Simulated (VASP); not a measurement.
# Al6N in VASP: a series of runs, part 2 of 2

VASP 6.6.1. Earlier steps stand in the parts before.

**4. Single point, PBE**

The input, INCAR:

```
SYSTEM = Al6N
PREC = Accurate
ENCUT = 520
EDIFF = 1E-6
ISMEAR = 0
SIGMA = 0.1
LREAL = .FALSE.
LASPH = .TRUE.
NELM = 80
ALGO = Normal
ISIF = 2
LWAVE = .FALSE.
LCHARG = .FALSE.
LDIPOL = .TRUE.
IDIPOL = 3
DIPOL = 0.5 0.5 0.299
GGA = PE
NBANDS = 36
```

The input, KPOINTS:

```
regular mesh
0
G
  5 5 1
  0 0 0
```

The input, POSCAR:

```
Al6N
1.0
    5.7143028096      0.0000000000      0.0000000000
    0.0000000000      5.7143028096      0.0000000000
    0.0000000000      0.0000000000     22.1750227687
Al N
12 2
Direct
    0.2500000000      0.2500000000      0.1803831293
    0.2500000000      0.7500000000      0.1803831293
    0.7500000000      0.2500000000      0.1803831293
    0.7500000000      0.7500000000      0.1803831293
    0.0000000000      0.0000000000      0.2744094920
    0.0000000000      0.5000000000      0.2744094920
    0.5000000000      0.0000000000      0.2744094920
    0.5000000000      0.5000000000      0.2744094920
    0.2500000000      0.2500000000      0.3686590473
    0.2500000000      0.7500000000      0.3686590473
    0.7500000000      0.2500000000      0.3686590473
    0.7500000000      0.7500000000      0.3686590473
    0.4037502879      0.5000000000      0.4480276242
    0.5962497121      0.5000000000      0.4480276242
```

Potentials or basis: VASP PAW PBE potentials, release 64 (Al, N).

Run with:

```console
cat potpaw_PBE.64/Al/POTCAR potpaw_PBE.64/N/POTCAR > POTCAR
mpirun -np 1 vasp_std > vasp.out
```

OUTCAR:

```text
SYSTEM = Al6N
   PREC = Accurate
   ENCUT = 520
   EDIFF = 1E-6
   ISMEAR = 0
   LREAL = .FALSE.
   LASPH = .TRUE.
   NELM = 80
   ISIF = 2
   GGA = PE

 ion  position               nearest neighbor table
   1  0.250  0.250  0.180-   2 2.86   3 2.86   2 2.86   3 2.86   7 2.90   8 2.90   5 2.90   6 2.90

   2  0.250  0.750  0.180-   1 2.86   4 2.86   1 2.86   4 2.86   7 2.90   8 2.90   5 2.90   6 2.90

   3  0.750  0.250  0.180-   1 2.86   4 2.86   4 2.86   1 2.86   7 2.90   8 2.90   5 2.90   6 2.90
[... 4 lines left out ...]
                            11 2.91  12 2.91   9 2.91  10 2.91
   6  0.000  0.500  0.274-   5 2.86   8 2.86   5 2.86   8 2.86   1 2.90   2 2.90   3 2.90   4 2.90
                            11 2.91  12 2.91   9 2.91  10 2.91
   7  0.500  0.000  0.274-   5 2.86   8 2.86   8 2.86   5 2.86   1 2.90   2 2.90   3 2.90   4 2.90
                            11 2.91  12 2.91   9 2.91  10 2.91
   8  0.500  0.500  0.274-   6 2.86   7 2.86   7 2.86   6 2.86   1 2.90   2 2.90   3 2.90   4 2.90
                            11 2.91  12 2.91   9 2.91  10 2.91
   9  0.250  0.250  0.369-  13 2.43  11 2.86  10 2.86  10 2.86  11 2.86   6 2.91   7 2.91   8 2.91
                             5 2.91
  10  0.250  0.750  0.369-  13 2.43  12 2.86   9 2.86   9 2.86  12 2.86   6 2.91   7 2.91   8 2.91
                             5 2.91
  11  0.750  0.250  0.369-  14 2.43  12 2.86   9 2.86  12 2.86   9 2.86   6 2.91   7 2.91   8 2.91
                             5 2.91
  12  0.750  0.750  0.369-  14 2.43  11 2.86  10 2.86  11 2.86  10 2.86   6 2.91   7 2.91   8 2.91
                             5 2.91
  13  0.404  0.500  0.448-  14 1.10  10 2.43   9 2.43
  14  0.596  0.500  0.448-  13 1.10  12 2.43  11 2.43

  LATTYP: Found a simple tetragonal cell.
 ALAT       =     5.7143028096
 C/A-ratio  =     3.8806173750

  Lattice vectors:

 A1 = (   5.7143028096,   0.0000000000,   0.0000000000)
 A2 = (   0.0000000000,   5.7143028096,   0.0000000000)
 A3 = (   0.0000000000,   0.0000000000,  22.1750227687)

Analysis of symmetry for initial positions (statically):
=====================================================================
[... 178 lines left out ...]
  ext. energy  EPLUGINS =         0.00000000
  ---------------------------------------------------
  free energy    TOTEN  =       -56.34175225 eV

  energy without entropy =      -56.30966199  energy(sigma->0) =      -56.32570712

 E-fermi :  -0.5622     XC(G=0):  -3.9425

 val. band max:       -0.5896459015   @ k =   0.2000   0.2000   0.0000
 cond. band min:      -0.5586865243   @ k =   0.0000   0.4000   0.0000
 fundamental gap:      0.0309593772
 Fermi energy:        -0.5621966163

 k-point     1 :       0.0000    0.0000    0.0000
  band No.  band energies     occupation
      1     -25.1091      2.00000
      2     -10.9537      2.00000
      3     -10.8997      2.00000
      4      -9.7267      2.00000
      5      -8.9429      2.00000
      6      -8.1985      2.00000
[... 331 lines left out ...]
     34       2.1285      0.00000
     35       2.3350      0.00000
 [bands above 35 left out]

------------------------ aborting loop because EDIFF is reached ----------------------------------------

 vacuum level on the upper side and lower side of the slab       (xc-potential included)        -0.110         0.043

  FORCE on cell =-STRESS in cart. coord.  units (eV):
  Direction    XX          YY          ZZ          XY          YZ          ZX
  --------------------------------------------------------------------------------------
  -------------------------------------------------------------------------------------
  Total        3.9841508     -5.2710555      1.9589147      0.0000000      0.0000000      0.0000000
  in kB        8.8156790    -11.6631966      4.3344652      0.0000000      0.0000000      0.0000000
  external PRESSURE =       0.4956492 kB  Pullay stress =       0.0000000 kB

 VOLUME and BASIS-vectors are now :
 -----------------------------------------------------------------------------
  energy-cutoff  :      520.00
  volume of cell :      724.09
      direct lattice vectors                 reciprocal lattice vectors
     5.714302810  0.000000000  0.000000000     0.174999476  0.000000000  0.000000000
     0.000000000  5.714302810  0.000000000     0.000000000  0.174999476  0.000000000
     0.000000000  0.000000000 22.175022769     0.000000000  0.000000000  0.045095782

 POSITION                                       TOTAL-FORCE (eV/Angst)
 -----------------------------------------------------------------------------------
      1.42858      1.42858      4.00000        -0.061404     -0.062929      0.005816
      1.42858      4.28573      4.00000        -0.061404      0.062929      0.005816
      4.28573      1.42858      4.00000         0.061404     -0.062929      0.005816
      4.28573      4.28573      4.00000         0.061404      0.062929      0.005816
      0.00000      0.00000      6.08504         0.000000     -0.000000      0.001251
      0.00000      2.85715      6.08504         0.000000     -0.000000     -0.054594
      2.85715      0.00000      6.08504         0.000000     -0.000000     -0.096400
      2.85715      2.85715      6.08504         0.000000     -0.000000      0.254187
      1.42858      1.42858      8.17502        -0.514682     -0.545689     -0.364723
      1.42858      4.28573      8.17502        -0.514682      0.545689     -0.364723
      4.28573      1.42858      8.17502         0.514682     -0.545689     -0.364723
      4.28573      4.28573      8.17502         0.514682      0.545689     -0.364723
      2.30715      2.85715      9.93502        -8.881721      0.000000      0.665591
      3.40715      2.85715      9.93502         8.881721     -0.000000      0.665591
 -----------------------------------------------------------------------------------
    total drift:                                0.000000      0.000000     -0.000351

  FREE ENERGIE OF THE ION-ELECTRON SYSTEM (eV)
  ---------------------------------------------------
  free  energy   TOTEN  =       -56.3417522494 eV

  energy  without entropy=      -56.3096619862  energy(sigma->0) =      -56.32570712

 vacuum level on the upper side and lower side of the slab         3.591         3.703
```

OSZICAR:

```text
N       E                     dE             d eps       ncg     rms          rms(c)
DAV:   1     0.224186764000E+03    0.22419E+03   -0.13983E+04   648   0.900E+02
DAV:   2    -0.209438862955E+02   -0.24513E+03   -0.23339E+03   928   0.169E+02
DAV:   3    -0.573103148142E+02   -0.36366E+02   -0.35307E+02   992   0.630E+01
[... 18 lines left out ...]
DAV:  22    -0.563417332187E+02   -0.18631E-04   -0.14633E-06   592   0.279E-03    0.997E-04
DAV:  23    -0.563417416278E+02   -0.84091E-05   -0.18758E-07   468   0.135E-03    0.539E-04
DAV:  24    -0.563417499309E+02   -0.83031E-05   -0.52128E-07   600   0.189E-03    0.499E-04
DAV:  25    -0.563417517382E+02   -0.18073E-05   -0.88023E-08   476   0.105E-03    0.177E-04
DAV:  26    -0.563417522494E+02   -0.51119E-06   -0.23501E-08   452   0.467E-04
   1 F= -.56341752E+02 E0= -.56325707E+02  d E =-.320903E-01
```

stdout:

```text
POSCAR found type information on POSCAR AlN
 POSCAR found :  2 types and      14 ions
 scaLAPACK will be used
 LDA part: xc-table for (Slater+PW92), standard interpolation
 POSCAR, INCAR and KPOINTS ok, starting setup
 FFT: planning ... GRIDC
 FFT: planning ... GRID_SOFT
 FFT: planning ... GRID
 WAVECAR not read
 entering main loop
```

Wall time 5.4 min (1 thread of Intel Xeon 6975P-C (Granite Rapids), shared host); peak memory 0.69 GiB.

Results:

```yaml
Free_energy: -56.3418 eV
Largest_force: 8.907 eV/Å
Band_gap_on_the_k_mesh: zero (bands 23 and 24 overlap by 0.55 eV)
```

Forces in eV/Å, atoms in the order of the input:
```
Al  -0.061 -0.063  0.006
Al  -0.061  0.063  0.006
Al   0.061 -0.063  0.006
Al   0.061  0.063  0.006
Al   0.000  0.000  0.001
Al   0.000  0.000 -0.055
Al   0.000  0.000 -0.096
Al   0.000  0.000  0.254
Al  -0.515 -0.546 -0.365
Al  -0.515  0.546 -0.365
Al   0.515 -0.546 -0.365
Al   0.515  0.546 -0.365
N   -8.882  0.000  0.666
N    8.882  0.000  0.666
```

Caveat: the standard files for N, O and F lose accuracy on very short bonds.

**5. The runs side by side**

```tsv
cell	gap on the mesh (eV)	largest force (eV/Å)
as given, atomic positions A	none	2.92
as given, atomic positions B	none	17.80
as given, atomic positions C	none	8.91
```

Alike in all rows: task single point; level PBE; potentials or basis VASP PAW PBE potentials, release 64 (Al, N); no spin polarisation; k mesh 5 × 5 × 1; cutoff (eV) 520; smearing gaussian 0.1 eV.

Caveats: the standard files for N, O and F lose accuracy on very short bonds (at least some runs).

Absolute energies hang on the potentials; compare differences alone.

The gap in the log of VASP goes by the Fermi energy; the results here count the filled bands.